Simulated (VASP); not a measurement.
Here is a VASP 6.6.1 calculation.

INCAR

```
SYSTEM = BAs
PREC = Accurate
ENCUT = 600
EDIFF = 1E-7
ISMEAR = -1
SIGMA = 0.05
LREAL = .False.
LASPH = .True.
NELM = 100
ALGO = Normal
ISIF = 3
LWAVE = .False.
LCHARG = .False.
GGA = RP
IBRION = 2
NSW = 80
EDIFFG = -0.02
```

Contents of KPOINTS:

```
Automatic mesh
0
Gamma
  10 10 10
  0 0 0
```

File POSCAR:

```
BAs
1.0
    0.0000000000      2.3885000000      2.3885000000
    2.3885000000      0.0000000000      2.3885000000
    2.3885000000      2.3885000000      0.0000000000
As B
1 1
Direct
    0.7500000000      0.7500000000      0.7500000000
    0.0000000000      0.0000000000      0.0000000000
```

Potentials or basis: VASP PAW PBE potentials, release 64 (As, B).

The run is started by

```bash
$ cat potpaw_PBE.64/As/POTCAR potpaw_PBE.64/B/POTCAR > POTCAR
$ mpirun -np 1 vasp_std > vasp.out
```

(1) Predict the space group after relaxing (to 0.05 Å).

(2) What does it give for the band gap on the k mesh?

(3) Predict the relaxed cell.

(4) Predict the relaxed volume.

Results:

(1) F-43m (No. 216).

(2) 1.26 eV, indirect (least direct gap 3.22 eV).

(3) a = 3.427 Å, b = 3.427 Å, c = 3.427 Å, α = 60.00°, β = 60.00°, γ = 60.00°.

(4) 14.23 Å³/atom.

Caveat: the PAW data sets were made with another functional, which shifts forces and pressure a little.
